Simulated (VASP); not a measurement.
# Al in VASP: single point with PBE

Aim: the single point of Al with PBE.

All numbers are computed with VASP 6.6.1; they aren't measurements. Logs are shortened: lines on timing, memory, paths and dates and some standing lists are left out, and cuts for length are marked.

### 1 The cell of the first run

The cell holds a slab with vacuum, 5 atoms: a = 2.857 Å, b = 2.857 Å, c = 25.332 Å, α = 90.00°, β = 90.00°, γ = 120.00°.

### 2 Single point, PBE

File POSCAR:

```
Al
1.0
    2.8574853682      0.0000000000      0.0000000000
   -1.4287426841      2.4746549198      0.0000000000
    0.0000000000      0.0000000000     25.3325000000
Al
5
Direct
    0.8333333330      0.1666666670      0.3157997015
    0.1666666670      0.8333333330      0.4078998505
    0.5000000000      0.5000000000      0.5000000000
    0.8333333330      0.1666666670      0.5921001495
    0.1666666670      0.8333333330      0.6842002985
```

File INCAR.step1:

```
ALGO     = Normal         # electronic algorithm
DIPOL    = 0.5 0.5 0.500
EDIFF    = 1E-6           # SCF threshold, eV
ENCUT    = 520            # plane-wave cutoff, eV
GGA      = PE             # functional
IDIPOL   = 3            
ISIF     = 2              # what is computed and relaxed
ISMEAR   = -1             # smearing method
LASPH    = T              # aspherical terms in the spheres
LCHARG   = T              # write CHGCAR
LDIPOL   = T            
LREAL    = F              # projectors in reciprocal space
LWAVE    = F              # write WAVECAR
NBANDS   = 16             # bands
NELM     = 60             # most SCF steps
PREC     = Accurate       # precision mode
SIGMA    = 0.08           # smearing width, eV
```

File KPOINTS.step1:

```
k-points
0
Gamma
  16 16 1
```

File INCAR.step2:

```
ALGO     = Normal         # electronic algorithm
DIPOL    = 0.5 0.5 0.500
EDIFF    = 1E-6           # SCF threshold, eV
ENCUT    = 520            # plane-wave cutoff, eV
GGA      = PE             # functional
ICHARG   = 11             # starting density
IDIPOL   = 3            
ISIF     = 2              # what is computed and relaxed
ISMEAR   = -5             # smearing method
LASPH    = T              # aspherical terms in the spheres
LCHARG   = F              # write CHGCAR
LDIPOL   = T            
LORBIT   = 11             # projections on sites
LREAL    = F              # projectors in reciprocal space
LWAVE    = F              # write WAVECAR
NEDOS    = 2001           # points of the DOS
NELM     = 60             # most SCF steps
PREC     = Accurate       # precision mode
SIGMA    = 0.08           # smearing width, eV
```

File KPOINTS.step2:

```
k-points
0
Gamma
  24 24 1
```

Potentials or basis: VASP PAW PBE potentials, release 64 (Al).

Run with:

```bash
> cat potpaw_PBE.64/Al/POTCAR > POTCAR
> cp INCAR.step1 INCAR
> cp KPOINTS.step1 KPOINTS
> mpirun -np 1 vasp_std > vasp.out
> cp INCAR.step2 INCAR
> cp KPOINTS.step2 KPOINTS
> mpirun -np 1 vasp_std > vasp.out
```

OUTCAR:

```text
EDIFF = 1E-6
   ENCUT = 520
   GGA = PE
   ICHARG = 11
   ISIF = 2
   ISMEAR = -5
   LASPH = T
   LORBIT = 11
   LREAL = F
   NELM = 60
   PREC = Accurate

 ion  position               nearest neighbor table
   1  0.833  0.167  0.316-   2 2.86   2 2.86   2 2.86
   2  0.167  0.833  0.408-   1 2.86   1 2.86   1 2.86   3 2.86   3 2.86   3 2.86
   3  0.500  0.500  0.500-   2 2.86   4 2.86   4 2.86   2 2.86   2 2.86   4 2.86
   4  0.833  0.167  0.592-   5 2.86   5 2.86   5 2.86   3 2.86   3 2.86   3 2.86
   5  0.167  0.833  0.684-   4 2.86   4 2.86   4 2.86

  LATTYP: Found a hexagonal cell.
 ALAT       =     2.8574853682
 C/A-ratio  =     8.8653122364

  Lattice vectors:

 A1 = (   2.8574853682,   0.0000000000,   0.0000000000)
 A2 = (  -1.4287426841,   2.4746549198,   0.0000000000)
 A3 = (   0.0000000000,   0.0000000000,  25.3325000000)

Analysis of symmetry for initial positions (statically):
=====================================================================
 Subroutine PRICEL returns:
 Original cell was already a primitive cell.

 Routine SETGRP: Setting up the symmetry group for a
 hexagonal supercell.

 Subroutine GETGRP returns: Found 12 space group operations
 (whereof  4 operations were pure point group operations)
 out of a pool of 24 trial point group operations.

The static configuration has the point symmetry C_2h.
 The point group associated with its full space group is D_3d.

Analysis of symmetry for dynamics (positions and initial velocities):
=====================================================================
 Subroutine PRICEL returns:
 Original cell was already a primitive cell.

 Routine SETGRP: Setting up the symmetry group for a
 hexagonal supercell.

 Subroutine GETGRP returns: Found 12 space group operations
 (whereof  4 operations were pure point group operations)
 out of a pool of 24 trial point group operations.

The dynamic configuration has the point symmetry C_2h.
 The point group associated with its full space group is D_3d.

 Subroutine INISYM returns: Found 12 space group operations
 (whereof  4 operations are pure point group operations),
 and found     1 'primitive' translations

----------------------------------------------------------------------------------------

                                     Primitive cell

  volume of cell :     179.1335

  direct lattice vectors                    reciprocal lattice vectors
     2.857485368  0.000000000  0.000000000     0.349958047  0.202048373  0.000000000
    -1.428742684  2.474654920  0.000000000     0.000000000  0.404096746  0.000000000
     0.000000000  0.000000000 25.332500000     0.000000000  0.000000000  0.039474983

  length of vectors
     2.857485368  2.857485368 25.332500000     0.404096746  0.404096746  0.039474983

  position of ions in fractional coordinates (direct lattice)
     0.833333333  0.166666667  0.315799701
     0.166666667  0.833333333  0.407899851
     0.500000000  0.500000000  0.500000000
     0.833333333  0.166666667  0.592100149
     0.166666667  0.833333333  0.684200299

  ion indices of the primitive-cell ions
   primitive index   ion index
                 1           1
                 2           2
                 3           3
                 4           4
                 5           5

----------------------------------------------------------------------------------------

 KPOINTS: k-points

Automatic generation of k-mesh.
 Grid dimensions read from file:
 generate k-points for:   24   24    1

 Generating k-lattice:

  Cartesian coordinates                     Fractional coordinates (reciprocal lattice)
     0.014581585  0.008418682  0.000000000     0.041666667  0.000000000  0.000000000
     0.000000000  0.016837364  0.000000000     0.000000000  0.041666667  0.000000000
     0.000000000  0.000000000  0.039474983     0.000000000  0.000000000  1.000000000

  Length of vectors
     0.016837364  0.016837364  0.039474983

  Shift w.r.t. Gamma in fractional coordinates (k-lattice)
     0.000000000  0.000000000  0.000000000

 TETIRR: Found    298 inequivalent tetrahedra from     3456

 Subroutine IBZKPT returns following result:
 ===========================================

 Found     61 irreducible k-points:

 Following reciprocal coordinates:
            Coordinates               Weight
  0.000000  0.000000  0.000000      1.000000
  0.041667  0.000000  0.000000      6.000000
  0.083333  0.000000  0.000000      6.000000
  0.125000  0.000000  0.000000      6.000000
  0.166667  0.000000  0.000000      6.000000
  0.208333  0.000000  0.000000      6.000000
[... 16 lines left out ...]
  0.416667  0.041667  0.000000     12.000000
  0.458333  0.041667  0.000000     12.000000
 [... further k-points ...]
   k-points           NKPTS =     61   k-points in BZ     NKDIM =     61   number of bands    NBANDS=     11
   number of dos      NEDOS =   2001   number of ions     NIONS =      5
   total plane-waves  NPLWV = 110592
   dimension x,y,z NGX =    24 NGY =   24 NGZ =  192
   dimension x,y,z NGXF=    48 NGYF=   48 NGZF=  384
   ions per type =               5
   NGX,Y,Z   is equivalent  to a cutoff of  13.96, 13.96, 12.60 a.u.
   NGXF,Y,Z  is equivalent  to a cutoff of  27.93, 27.93, 25.20 a.u.
 SYSTEM =  unknown system
   PREC   = accura    normal or accurate (medium, high low for compatibility)
   ISTART =      0    job   : 0-new  1-cont  2-samecut
   ICHARG =     11    charge: 1-file 2-atom 10-const
   ISPIN  =      1    spin polarized calculation?
   LNONCOLLINEAR =      F non collinear calculations
   LSORBIT =      F    spin-orbit coupling
   LASPH  =      T    aspherical Exc in radial PAW
   ENCUT  =  520.0 eV  38.22 Ry    6.18 a.u.   5.31  5.31 47.10*2*pi/ulx,y,z
   NELM   =     60;   NELMIN=  2; NELMDL=  0     # of ELM steps
   EDIFF  = 0.1E-05   stopping-criterion for ELM
   LREAL  =      F    real-space projection
   EDIFFG = 0.1E-04   stopping-criterion for IOM
   NSW    =      0    number of steps for IOM
   IBRION =     -1    ionic relax: 0-MD 1-quasi-New 2-CG
   NFREE  =      0    steps in history (QN), initial steepest desc. (CG)
   ISIF   =      2    stress and relaxation
   ISYM   =      2    0-nonsym 1-usesym 2-fastsym
   POTIM  = 0.5000    time-step for ionic-motion
   TEBEG  =    0.0;   TEEND  =   0.0 temperature during run
   PSTRESS=    0.0 pullay stress
   NELECT =      15.0000    total number of electrons
   NUPDOWN=      -1.0000    fix difference up-down
   EMIN   =  10.00;   EMAX   =-10.00  energy-range for DOS
   EFERMI =   0.00;   METHOD = LEGACY
   ISMEAR =    -5;   SIGMA  =   0.08  broadening in eV -4-tet -1-fermi 0-gaus
   EFERMI_NEDOS =   21; number of points for ismear=-14 and -15
   IALGO  =     38    algorithm
   IMIX   =      4    mixing-type and parameters
     AMIX     =   0.40;   BMIX     =  1.00
     AMIX_MAG =   1.60;   BMIX_MAG =  1.00
  volume/ion in A,a.u.               =      35.83       241.77
  Fermi-wavevector in a.u.,A,eV,Ry     =   0.716220  1.353459  6.979392  0.512971
  Thomas-Fermi vector in A             =   1.804584
   LORBIT       =     11    0 simple, 1 ext, 2 COOP (PROOUT), +10 PAW based schemes
   GGA     = PE    functional components
   LHFCALC =     F    Hartree Fock is set to
   AEXX    =    0.0000 exact exchange contribution
   IVDW    =     0    specifies the selected vdW correction
   LEPSILON=     F    determine dielectric tensor
   LRPA    =     F    only Hartree local field effects (RPA)
 non-spin polarized calculation
 Fermi weights with tetrahedron method with Bloechl corrections
  energy-cutoff  :      520.00
  volume of cell :      179.13
 maximum number of plane-waves:      4871
 NGX is ok and might be reduce to    24

 number of electron      15.0000000 magnetization

 dipolmoment           0.000000      0.000000      0.000000 electrons x Angstroem

 Free energy of the ion-electron system (eV)
  ---------------------------------------------------
  ext. energy  EPLUGINS =         0.00000000
  ---------------------------------------------------
  free energy    TOTEN  =       -17.99414098 eV

  energy without entropy =      -17.99414098  energy(sigma->0) =      -17.99414098

 E-fermi :   1.5249     XC(G=0):  -5.4325

 val. band max:        1.5921364473   @ k =   0.2917   0.2083   0.0000
 cond. band min:       1.4649859189   @ k =   0.2917   0.1250   0.0000
 fundamental gap:     -0.1271505284
 Fermi energy:         1.5248738291

 k-point     1 :       0.0000    0.0000    0.0000
  band No.  band energies     occupation
      1      -9.3835      2.00000
      2      -8.6867      2.00000
      3      -7.5624      2.00000
      4      -6.0311      2.00000
      5      -4.1166      2.00000
      6      -2.0730      2.00000
      7       0.3568      2.00000
      8       2.7342      0.00000
      9       4.5587      0.00000
     10       5.5273      0.00000
     11       5.7931      0.00000

 k-point     2 :       0.0417    0.0000    0.0000
  band No.  band energies     occupation
      1      -9.3416      2.00000
      2      -8.6450      2.00000
      3      -7.5209      2.00000
      4      -5.9899      2.00000
      5      -4.0754      2.00000
      6      -2.0337      2.00000
      7       0.3960      2.00000
      8       2.7729      0.00000
      9       4.5985      0.00000
     10       5.5682      0.00000
     11       5.8341      0.00000
[... 295 lines left out ...]
 k-point    24 :       0.4583    0.0417    0.0000
  band No.  band energies     occupation
      1      -3.9190      2.00000
      2      -3.2529      2.00000
      3      -2.9557      2.00000
      4      -2.3159      2.00000
      5      -2.1786      2.00000
      6      -1.2976      2.00000
      7      -0.5331      2.00000
      8       0.4190      2.00000
      9       1.3442      1.91688
     10       2.2483      0.00000
     11       3.1614      0.00000

 [... further k-points ...]

------------------------ aborting loop because EDIFF is reached ----------------------------------------

 vacuum level on the upper side and lower side of the slab       (xc-potential included)        -0.091        -0.091

  FORCE on cell =-STRESS in cart. coord.  units (eV):
  Direction    XX          YY          ZZ          XY          YZ          ZX
  --------------------------------------------------------------------------------------
  -------------------------------------------------------------------------------------
  Total       -1.3946222     -1.3946222      0.6133612      0.0000000      0.0000000     -0.0000000
  in kB      -12.4735609    -12.4735609      5.4859291      0.0000000      0.0000000     -0.0000000
  external PRESSURE =      -6.4870642 kB  Pullay stress =       0.0000000 kB

 VOLUME and BASIS-vectors are now :
 -----------------------------------------------------------------------------
  energy-cutoff  :      520.00
  volume of cell :      179.13
      direct lattice vectors                 reciprocal lattice vectors
     2.857485368  0.000000000  0.000000000     0.349958047  0.202048373  0.000000000
    -1.428742684  2.474654920  0.000000000     0.000000000  0.404096746  0.000000000
     0.000000000  0.000000000 25.332500000     0.000000000  0.000000000  0.039474983

 POSITION                                       TOTAL-FORCE (eV/Angst)
 -----------------------------------------------------------------------------------
      2.14311      0.41244      8.00000        -0.000000      0.000000     -0.104521
     -0.71437      2.06221     10.33312         0.000000     -0.000000      0.091835
      0.71437      1.23733     12.66625        -0.000000     -0.000000     -0.000000
      2.14311      0.41244     14.99938        -0.000000      0.000000     -0.091835
     -0.71437      2.06221     17.33250         0.000000     -0.000000      0.104521
 -----------------------------------------------------------------------------------
    total drift:                               -0.000000     -0.000000     -0.000000

  FREE ENERGIE OF THE ION-ELECTRON SYSTEM (eV)
  ---------------------------------------------------
  free  energy   TOTEN  =       -17.9941409817 eV

  energy  without entropy=      -17.9941409817  energy(sigma->0) =      -17.99414098

 vacuum level on the upper side and lower side of the slab         5.540         5.540

 total charge

# of ion       s       p       d       tot
------------------------------------------
    1        0.452   0.307   0.000   0.759
    2        0.432   0.338   0.000   0.770
    3        0.432   0.338   0.000   0.770
    4        0.432   0.338   0.000   0.770
    5        0.452   0.307   0.000   0.759
--------------------------------------------------
tot          2.200   1.629   0.000   3.828
```

Run time: 7.7 min. Hardware: 1 thread of AMD EPYC 7R13, shared host; peak memory 0.33 GiB.

Results:

* Valence electrons inside the program's atomic spheres: Al 0.76, 0.77 (each value once)
